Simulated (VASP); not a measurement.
# GaP (F-43m) in VASP: notebook

Runs on GaP. Level: PBEsol. Tasks: single point.

All numbers are computed with VASP 6.6.1; they aren't measurements. Logs are shortened: lines on timing, memory, paths and dates and some standing lists are left out, and cuts for length are marked.

## (1) The cell of the first run

The structure is cubic, space group F-43m (No. 216). The conventional cell has a = 5.362 Å, b = 5.362 Å, c = 5.362 Å, α = 90.00°, β = 90.00°, γ = 90.00°. Within 3.1 Å of Ga (site symmetry -43m) lie 4 P at 2.32 Å. Within 3.1 Å of P (site symmetry -43m) lie 4 Ga at 2.32 Å.

## (2) Single point, PBEsol

INCAR

```
SYSTEM = GaP
ALGO = Normal ; EDIFF = 1E-6
ENCUT = 520 ; GGA = PS
ISIF = 2 ; ISMEAR = 0
LASPH = .True. ; LCHARG = .True.
LELF = .True. ; LREAL = .False.
LVHAR = .True. ; LWAVE = .False.
NBANDS = 16 ; NELM = 100
PREC = Accurate ; SIGMA = 0.01
```

KPOINTS

```
k-points
0
Gamma
  8 8 8
  0 0 0
```

POSCAR

```
GaP
1.0
    0.0000000000      2.6807906423      2.6807906423
    2.6807906423      0.0000000000      2.6807906423
    2.6807906423      2.6807906423      0.0000000000
Ga P
1 1
Direct
    0.0000000000      0.0000000000      0.0000000000
    0.7500000000      0.7500000000      0.7500000000
```

Potentials or basis: VASP PAW PBE potentials, release 64 (Ga_d, P).

Command:

```console
cat potpaw_PBE.64/Ga_d/POTCAR potpaw_PBE.64/P/POTCAR > POTCAR
mpirun -np 1 vasp_std > vasp.out
```

OUTCAR:

```text
SYSTEM = GaP
   EDIFF = 1E-6
   ENCUT = 520
   GGA = PS
   ISIF = 2
   ISMEAR = 0
   LASPH = .True.
   LREAL = .False.
   NELM = 100
   PREC = Accurate

 ion  position               nearest neighbor table
   1  0.000  0.000  0.000-   2 2.32   2 2.32   2 2.32   2 2.32
   2  0.750  0.750  0.750-   1 2.32   1 2.32   1 2.32   1 2.32

  LATTYP: Found a face centered cubic cell.
 ALAT       =     5.3615812846

  Lattice vectors:

 A1 = (   0.0000000000,   2.6807906423,   2.6807906423)
 A2 = (   2.6807906423,   0.0000000000,   2.6807906423)
 A3 = (   2.6807906423,   2.6807906423,   0.0000000000)

Analysis of symmetry for initial positions (statically):
=====================================================================
 Subroutine PRICEL returns:
 Original cell was already a primitive cell.

 Routine SETGRP: Setting up the symmetry group for a
 face centered cubic supercell.

 Subroutine GETGRP returns: Found 24 space group operations
 (whereof 24 operations were pure point group operations)
 out of a pool of 48 trial point group operations.

The static configuration has the point symmetry T_d .

Analysis of symmetry for dynamics (positions and initial velocities):
=====================================================================
 Subroutine PRICEL returns:
 Original cell was already a primitive cell.

 Routine SETGRP: Setting up the symmetry group for a
 face centered cubic supercell.

 Subroutine GETGRP returns: Found 24 space group operations
 (whereof 24 operations were pure point group operations)
 out of a pool of 48 trial point group operations.

The dynamic configuration has the point symmetry T_d .

 Subroutine INISYM returns: Found 24 space group operations
 (whereof 24 operations are pure point group operations),
 and found     1 'primitive' translations

----------------------------------------------------------------------------------------

                                     Primitive cell

  volume of cell :      38.5317

  direct lattice vectors                    reciprocal lattice vectors
     0.000000000  2.680790642  2.680790642    -0.186512140  0.186512140  0.186512140
     2.680790642  0.000000000  2.680790642     0.186512140 -0.186512140  0.186512140
     2.680790642  2.680790642  0.000000000     0.186512140  0.186512140 -0.186512140

  length of vectors
     3.791210484  3.791210484  3.791210484     0.323048503  0.323048503  0.323048503

  position of ions in fractional coordinates (direct lattice)
     0.000000000  0.000000000  0.000000000
     0.750000000  0.750000000  0.750000000

  ion indices of the primitive-cell ions
   primitive index   ion index
                 1           1
                 2           2

----------------------------------------------------------------------------------------

 KPOINTS: k-points

Automatic generation of k-mesh.
 Grid dimensions read from file:
 generate k-points for:    8    8    8

 Generating k-lattice:

  Cartesian coordinates                     Fractional coordinates (reciprocal lattice)
    -0.023314018  0.023314018  0.023314018     0.125000000  0.000000000  0.000000000
     0.023314018 -0.023314018  0.023314018     0.000000000  0.125000000  0.000000000
     0.023314018  0.023314018 -0.023314018     0.000000000  0.000000000  0.125000000

  Length of vectors
     0.040381063  0.040381063  0.040381063

  Shift w.r.t. Gamma in fractional coordinates (k-lattice)
     0.000000000  0.000000000  0.000000000

 Subroutine IBZKPT returns following result:
 ===========================================

 Found     29 irreducible k-points:

 Following reciprocal coordinates:
            Coordinates               Weight
  0.000000  0.000000  0.000000      1.000000
  0.125000  0.000000  0.000000      8.000000
  0.250000  0.000000  0.000000      8.000000
  0.375000  0.000000  0.000000      8.000000
  0.500000  0.000000  0.000000      4.000000
  0.125000  0.125000  0.000000      6.000000
[... 16 lines left out ...]
  0.500000  0.250000  0.125000     48.000000
 -0.375000  0.250000  0.125000     24.000000
 [... further k-points ...]
   k-points           NKPTS =     29   k-points in BZ     NKDIM =     29   number of bands    NBANDS=     16
   number of dos      NEDOS =    301   number of ions     NIONS =      2
   total plane-waves  NPLWV =  21952
   dimension x,y,z NGX =    28 NGY =   28 NGZ =   28
   dimension x,y,z NGXF=    56 NGYF=   56 NGZF=   56
   ions per type =               1   1
   NGX,Y,Z   is equivalent  to a cutoff of  12.28, 12.28, 12.28 a.u.
   NGXF,Y,Z  is equivalent  to a cutoff of  24.56, 24.56, 24.56 a.u.
 SYSTEM =  GaP
   PREC   = accura    normal or accurate (medium, high low for compatibility)
   ISTART =      0    job   : 0-new  1-cont  2-samecut
   ICHARG =      2    charge: 1-file 2-atom 10-const
   ISPIN  =      1    spin polarized calculation?
   LNONCOLLINEAR =      F non collinear calculations
   LSORBIT =      F    spin-orbit coupling
   LASPH  =      T    aspherical Exc in radial PAW
   ENCUT  =  520.0 eV  38.22 Ry    6.18 a.u.   7.05  7.05  7.05*2*pi/ulx,y,z
   NELM   =    100;   NELMIN=  2; NELMDL= -5     # of ELM steps
   EDIFF  = 0.1E-05   stopping-criterion for ELM
   LREAL  =      F    real-space projection
   EDIFFG = 0.1E-04   stopping-criterion for IOM
   NSW    =      0    number of steps for IOM
   IBRION =     -1    ionic relax: 0-MD 1-quasi-New 2-CG
   NFREE  =      0    steps in history (QN), initial steepest desc. (CG)
   ISIF   =      2    stress and relaxation
   ISYM   =      2    0-nonsym 1-usesym 2-fastsym
   POTIM  = 0.5000    time-step for ionic-motion
   TEBEG  =    0.0;   TEEND  =   0.0 temperature during run
   PSTRESS=    0.0 pullay stress
   NELECT =      18.0000    total number of electrons
   NUPDOWN=      -1.0000    fix difference up-down
   EMIN   =  10.00;   EMAX   =-10.00  energy-range for DOS
   EFERMI =   0.00;   METHOD = LEGACY
   ISMEAR =     0;   SIGMA  =   0.01  broadening in eV -4-tet -1-fermi 0-gaus
   EFERMI_NEDOS =   21; number of points for ismear=-14 and -15
   IALGO  =     38    algorithm
   IMIX   =      4    mixing-type and parameters
     AMIX     =   0.40;   BMIX     =  1.00
     AMIX_MAG =   1.60;   BMIX_MAG =  1.00
  volume/ion in A,a.u.               =      19.27       130.01
  Fermi-wavevector in a.u.,A,eV,Ry     =   1.270260  2.400444 21.953838  1.613562
  Thomas-Fermi vector in A             =   2.403257
   LORBIT       =      0    0 simple, 1 ext, 2 COOP (PROOUT), +10 PAW based schemes
   GGA     = PS    functional components
   LHFCALC =     F    Hartree Fock is set to
   AEXX    =    0.0000 exact exchange contribution
   IVDW    =     0    specifies the selected vdW correction
   LEPSILON=     F    determine dielectric tensor
   LRPA    =     F    only Hartree local field effects (RPA)
 non-spin polarized calculation
 Gauss-broadening in eV      SIGMA  =   0.01
  energy-cutoff  :      520.00
  volume of cell :       38.53
 maximum number of plane-waves:      1056
   NGX = 15   NGY = 15   NGZ = 15

 number of electron      17.9999987 magnetization

 Free energy of the ion-electron system (eV)
  ---------------------------------------------------
  ext. energy  EPLUGINS =         0.00000000
  ---------------------------------------------------
  free energy    TOTEN  =        -9.90149884 eV

  energy without entropy =       -9.90149884  energy(sigma->0) =       -9.90149884

 E-fermi :   5.1314     XC(G=0): -10.2464

 val. band max:        5.0867409765   @ k =   0.0000   0.0000   0.0000
 cond. band min:       6.4966374168   @ k =   0.5000   0.5000   0.0000
 fundamental gap:      1.4098964404
 Fermi energy:         5.1313884024

 k-point     1 :       0.0000    0.0000    0.0000
  band No.  band energies     occupation
      1      -9.5498      2.00000
      2      -9.5498      2.00000
      3      -9.5498      2.00000
      4      -9.4329      2.00000
      5      -9.4329      2.00000
      6      -7.8221      2.00000
[... 8 lines left out ...]
     15      14.9278      0.00000
     16      14.9278      0.00000

 k-point     2 :       0.1250    0.0000    0.0000
  band No.  band energies     occupation
      1      -9.5677      2.00000
      2      -9.5442      2.00000
      3      -9.5442      2.00000
      4      -9.4330      2.00000
      5      -9.4330      2.00000
      6      -7.6042      2.00000
[... 8 lines left out ...]
     15      14.2410      0.00000
     16      14.8113      0.00000

 k-point     3 :       0.2500    0.0000    0.0000
  band No.  band energies     occupation
      1      -9.6055      2.00000
      2      -9.5323      2.00000
      3      -9.5323      2.00000
      4      -9.4315      2.00000
      5      -9.4315      2.00000
      6      -6.9869      2.00000
[... 8 lines left out ...]
     15      14.0499      0.00000
     16      14.9370      0.00000

 k-point     4 :       0.3750    0.0000    0.0000
  band No.  band energies     occupation
      1      -9.6381      2.00000
      2      -9.5234      2.00000
      3      -9.5234      2.00000
      4      -9.4270      2.00000
      5      -9.4270      2.00000
      6      -6.1151      2.00000
[... 8 lines left out ...]
     15      15.3286      0.00000
     16      15.3286      0.00000
[... 324 lines left out ...]
 k-point    22 :       0.3750    0.2500    0.1250
  band No.  band energies     occupation
      1      -9.6318      2.00000
      2      -9.5183      2.00000
      3      -9.5135      2.00000
      4      -9.4466      2.00000
      5      -9.4222      2.00000
      6      -6.4636      2.00000
[... 8 lines left out ...]
     15      16.3661      0.00000
     16      17.6774      0.00000

 k-point    23 :       0.5000    0.2500    0.1250
  band No.  band energies     occupation
      1      -9.6497      2.00000
      2      -9.5142      2.00000
      3      -9.5027      2.00000
      4      -9.4441      2.00000
      5      -9.4224      2.00000
      6      -5.6392      2.00000
[... 8 lines left out ...]
     15      16.7990      0.00000
     16      18.0492      0.00000

 k-point    24 :      -0.3750    0.2500    0.1250
  band No.  band energies     occupation
      1      -9.6563      2.00000
      2      -9.5136      2.00000
      3      -9.4990      2.00000
      4      -9.4397      2.00000
      5      -9.4244      2.00000
      6      -5.1241      2.00000
[... 8 lines left out ...]
     15      17.1556      0.00000
     16      17.8174      0.00000

 [... further k-points ...]

------------------------ aborting loop because EDIFF is reached ----------------------------------------

  FORCE on cell =-STRESS in cart. coord.  units (eV):
  Direction    XX          YY          ZZ          XY          YZ          ZX
  --------------------------------------------------------------------------------------
  -------------------------------------------------------------------------------------
  Total        0.9333862      0.9333862      0.9333862      0.0000000      0.0000000     -0.0000000
  in kB       38.8108583     38.8108583     38.8108583      0.0000000      0.0000000     -0.0000000
  external PRESSURE =      38.8108583 kB  Pullay stress =       0.0000000 kB

 VOLUME and BASIS-vectors are now :
 -----------------------------------------------------------------------------
  energy-cutoff  :      520.00
  volume of cell :       38.53
      direct lattice vectors                 reciprocal lattice vectors
     0.000000000  2.680790642  2.680790642    -0.186512140  0.186512140  0.186512140
     2.680790642  0.000000000  2.680790642     0.186512140 -0.186512140  0.186512140
     2.680790642  2.680790642  0.000000000     0.186512140  0.186512140 -0.186512140

 POSITION                                       TOTAL-FORCE (eV/Angst)
 -----------------------------------------------------------------------------------
      0.00000      0.00000      0.00000         0.000000      0.000000      0.000000
      4.02119      4.02119      4.02119        -0.000000     -0.000000     -0.000000
 -----------------------------------------------------------------------------------
    total drift:                               -0.000000     -0.000000     -0.000000

  FREE ENERGIE OF THE ION-ELECTRON SYSTEM (eV)
  ---------------------------------------------------
  free  energy   TOTEN  =        -9.9014988394 eV

  energy  without entropy=       -9.9014988394  energy(sigma->0) =       -9.90149884
```

It took 22 s on 1 thread of Intel Xeon 8259CL, shared host; peak memory 0.16 GiB.

What came out:

| Item | Value |
| --- | --- |
| Free energy | -9.9015 eV |
| Pressure | 3.9 GPa |
| Band gap on the k mesh | 1.41 eV (least direct gap 2.16 eV) |

Levels at points of the mesh, in eV from the valence-band top:
```csv
k point,band 7,band 8,band 9,band 10,band 11,band 12
"(0.00, 0.00, 0.00)",0.00,0.00,0.00,2.16,3.81,3.81
"(0.50, 0.00, 0.00)",-6.99,-1.20,-1.20,1.74,4.63,4.63
"(0.50, 0.50, 0.00)",-7.05,-2.89,-2.89,1.41,1.66,10.92
```

Caveat: the cell stands under pressure; the PAW data sets were made with another functional, which shifts forces and pressure a little. A k mesh can miss the band edges.

## (3) Single point, PBEsol

This run uses another cell than the first one, of 19.88 Å³/atom.

INCAR

```
SYSTEM = GaP
  PREC = Accurate
  ENCUT = 520
  EDIFF = 1E-6
  ISMEAR = 0
  SIGMA = 0.01
  LREAL = .FALSE.
  LASPH = .TRUE.
  NELM = 80
  ALGO = Normal
  ISIF = 2
  LWAVE = .FALSE.
  LCHARG = .FALSE.
  GGA = PS
  NBANDS = 16
```

KPOINTS

```
Automatic mesh
0
G
  8 8 8
  0 0 0
```

POSCAR

```
GaP
1.0
    0.0000000000      2.7088332898      2.7088332898
    2.7088332898      0.0000000000      2.7088332898
    2.7088332898      2.7088332898      0.0000000000
Ga P
1 1
Direct
    0.0000000000      0.0000000000      0.0000000000
    0.7500000000      0.7500000000      0.7500000000
```

Potentials or basis: VASP PAW PBE potentials, release 64 (Ga_d, P).

Command:

```console
cat potpaw_PBE.64/Ga_d/POTCAR potpaw_PBE.64/P/POTCAR > POTCAR
mpirun -np 1 vasp_std > vasp.out
```

Wall time 26 s (1 thread of Intel Xeon 8259CL, shared host); peak memory 0.16 GiB.

It converged, with:

- Free energy: -9.9198 eV
- Pressure: 0.9 GPa
- Band gap on the k mesh: 1.48 eV (least direct gap 1.90 eV)

Levels at points of the mesh, in eV from the valence-band top:
| k point | band 5 | band 6 | band 7 | band 8 | band 9 | band 10 | band 11 | band 12 | band 13 | band 14 |
| --- | --- | --- | --- | --- | --- | --- | --- | --- | --- | --- |
| (0.00, 0.00, 0.00) | -14.47 | -12.66 | 0.00 | 0.00 | 0.00 | 1.90 | 3.82 | 3.82 | 3.82 | 8.65 |
| (0.50, 0.00, 0.00) | -14.46 | -10.51 | -6.80 | -1.16 | -1.16 | 1.64 | 4.65 | 4.65 | 8.12 | 10.87 |
| (0.50, 0.50, 0.00) | -14.44 | -9.58 | -6.89 | -2.78 | -2.78 | 1.48 | 1.70 | 10.69 | 10.69 | 11.25 |

Caveat: the PAW data sets were made with another functional, which shifts forces and pressure a little. A k mesh can miss the band edges.

[end of part 1 of 2]
